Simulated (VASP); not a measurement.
Set up this calculation in VASP 6.6.1, as the native input.

| Property | Result |
| --- | --- |
| Task | dielectric tensor |
| Functional | PBE |
| Potentials or basis | VASP PAW PBE potentials, release 64 (Ba_sv, S) |
| Cutoff | 520 eV |
| k mesh | 6 × 6 × 6 |
| Occupations | gaussian, width 0.01 eV |
| Spin | no spin polarisation |
| Dipole correction | no |
| Further INCAR settings | ALGO = Normal; EDIFF = 1e-08 |

The structure of BaS lies in POSCAR:

```
BaS
1.0
    0.0000000000      3.2119099333      3.2119099333
    3.2119099333      0.0000000000      3.2119099333
    3.2119099333      3.2119099333      0.0000000000
Ba S
1 1
Direct
    0.0000000000      0.0000000000      0.0000000000
    0.5000000000      0.5000000000      0.5000000000
```

The input as run:

INCAR

```
SYSTEM = BaS
ALGO     = Normal         ! electronic algorithm
EDIFF    = 1E-8           ! SCF threshold, eV
ENCUT    = 520            ! plane-wave cutoff, eV
GGA      = PE             ! functional
ISIF     = 2              ! what is computed and relaxed
ISMEAR   = 0              ! smearing method
LASPH    = .True.         ! aspherical terms in the spheres
LCHARG   = .False.        ! write CHGCAR
LEPSILON = .True.         ! dielectric tensor by DFPT
LREAL    = .False.        ! projectors in reciprocal space
LWAVE    = .False.        ! write WAVECAR
NELM     = 100            ! most SCF steps
PREC     = Accurate       ! precision mode
SIGMA    = 0.01           ! smearing width, eV
```

KPOINTS

```
k-points
0
Gamma
  6 6 6
  0 0 0
```

Potentials or basis: VASP PAW PBE potentials, release 64 (Ba_sv, S).

Launch:

```sh
$ cat potpaw_PBE.64/Ba_sv/POTCAR potpaw_PBE.64/S/POTCAR > POTCAR
$ mpirun -np 1 vasp_std > vasp.out
```

Results of the run:

* Band gap on the k mesh: 2.13 eV (least direct gap 2.28 eV)
* Electronic dielectric tensor (diagonal): 4.88
* Born charges (mean of the diagonal): Ba +2.62; S -2.62 e

Caveat: spin-orbit coupling is left out, which moves the levels of the heavy elements.

It took 2.2 min on 1 thread of AMD EPYC 9R45 96-Core Processor (Zen 5) (shared host), peak memory 0.23 GiB.
